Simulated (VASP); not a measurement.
Set up this calculation in VASP 6.6.1, as the native input.

```
Task                   : single point
Functional             : PBE
Potentials or basis    : VASP PAW PBE potentials, release 64 (Al, N)
Cutoff                 : 520 eV
k mesh                 : 10 × 10 × 10
Occupations            : gaussian, width 0.02 eV
Spin                   : no spin polarisation
Dipole correction      : no
Further INCAR settings : ALGO = Normal; EDIFF = 1e-06; NBANDS = 11
```

The structure of AlN lies in POSCAR:

```
AlN
1.0
    0.0000000000      2.1097456338      2.1097456338
    2.1097456338      0.0000000000      2.1097456338
    2.1097456338      2.1097456338      0.0000000000
Al N
1 1
Direct
    0.0000000000      0.0000000000      0.0000000000
    0.7500000000      0.7500000000      0.7500000000
```

This cell differs from its parent crystal: volume scaled by 0.88.

These files were run (other wordings do the same):

INCAR

```
ALGO = Normal ; EDIFF = 1E-6
ENCUT = 520 ; GGA = PE
ISIF = 2 ; ISMEAR = 0
LASPH = T ; LCHARG = F
LREAL = F ; LWAVE = F
NBANDS = 11 ; NELM = 100
PREC = Accurate ; SIGMA = 0.02
```

KPOINTS

```
k-points
0
Gamma
  10 10 10
```

Potentials or basis: VASP PAW PBE potentials, release 64 (Al, N).

Run with:

```bash
$ cat potpaw_PBE.64/Al/POTCAR potpaw_PBE.64/N/POTCAR > POTCAR
$ mpirun -np 1 vasp_std > vasp.out
```

Results of the run:

| Item | Value |
| --- | --- |
| Pressure | 31.4 GPa |
| Band gap on the k mesh | 3.36 eV, indirect (least direct gap 5.15 eV) |

It took 4.2 s on 1 thread of Intel(R) Xeon(R) 6975P-C (Granite Rapids) (shared host), peak memory 0.13 GiB.
